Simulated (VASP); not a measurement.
## Te2Mo: relaxation of shape and atoms at fixed volume with PBE+D3(BJ)

The system is Te2Mo.

```
Te Mo
1.0
     3.40411    0.00000    0.00000
    -1.70206    2.94805    0.00000
     0.00000    0.00000   13.15362
Te Mo
4 2
Direct
  0.33333 0.66667 0.61280
  0.66667 0.33333 0.11280
  0.33333 0.66667 0.88720
  0.66667 0.33333 0.38720
  0.33333 0.66667 0.25000
  0.66667 0.33333 0.75000
```

This cell differs from its parent crystal: volume scaled by 0.91.

```
Program                : VASP 6.6.1
Task                   : relaxation of shape and atoms at fixed volume
Functional             : PBE
Dispersion             : D3(BJ)
Potentials or basis    : VASP PAW PBE potentials, release 64 (Te, Mo_sv)
Cutoff                 : 600 eV
k mesh                 : 9 × 9 × 2
Occupations            : gaussian, width 0.02 eV
Spin                   : no spin polarisation
Dipole correction      : no
Further INCAR settings : ALGO = Normal; EDIFF = 1e-06; IBRION = 2; EDIFFG = -0.01; NSW = 50; ISIF = 4
```

* Energy gained by relaxing: 4.3 meV/atom
* Ionic steps: 5
* Pressure after relaxing: 6.2 GPa
* Largest force after relaxing: 0.003 eV/Å
* Band gap on the k mesh: 0.28 eV, indirect (least direct gap 0.61 eV)
* Dispersion energy per atom: -0.609 eV

Forces in eV/Å, atoms in the order of the input:
```
Te   0.000  0.000 -0.003
Te   0.000  0.000 -0.003
Te   0.000  0.000  0.003
Te   0.000  0.000  0.003
Mo   0.000  0.000  0.000
Mo   0.000  0.000  0.000
```

Step by step:
```
step  energy change (eV)  largest force (eV/Å)  pressure (GPa)  volume (Å³)
   1              0.0000                0.4762            7.98       132.00
   2             -0.0214                0.0001            6.19       132.00
   3             -0.0218                0.0541            6.40       132.00
   4             -0.0250                0.0248            6.28       132.00
   5             -0.0257                0.0034            6.17       132.00
```

Final structure:
```xyz
6
Lattice="3.4075 0.0000 0.0000 -1.7038 2.9510 0.0000 0.0000 0.0000 13.1273" Properties=species:S:1:pos:R:3 pbc="T T T"
Te    0.0000    1.9673    8.0162
Te    1.7038    0.9837    1.4526
Te    0.0000    1.9673   11.6747
Te    1.7038    0.9837    5.1110
Mo    0.0000    1.9673    3.2818
Mo    1.7038    0.9837    9.8454
```

Levels at points of the mesh, in eV from the valence-band top:
| k point | band 22 | band 23 | band 24 | band 25 | band 26 | band 27 | band 28 | band 29 | band 30 | band 31 |
| --- | --- | --- | --- | --- | --- | --- | --- | --- | --- | --- |
| (0.00, 0.00, 0.00) | -1.27 | -1.19 | -1.19 | -0.14 | -0.01 | 2.76 | 2.76 | 2.91 | 2.91 | 3.09 |
| (0.00, 0.00, 0.50) | -1.23 | -1.23 | -1.23 | -0.10 | -0.10 | 2.80 | 2.80 | 2.80 | 2.80 | 3.33 |

It took 7 min on 1 thread of Oxide Virtual Turin-like Processor, with other jobs on the host, peak memory 0.32 GiB.

Caveat: the cell differs from its parent crystal (volume scaled by 0.91); spin-orbit coupling is left out, which moves the levels of the heavy elements. A k mesh can miss the band edges.
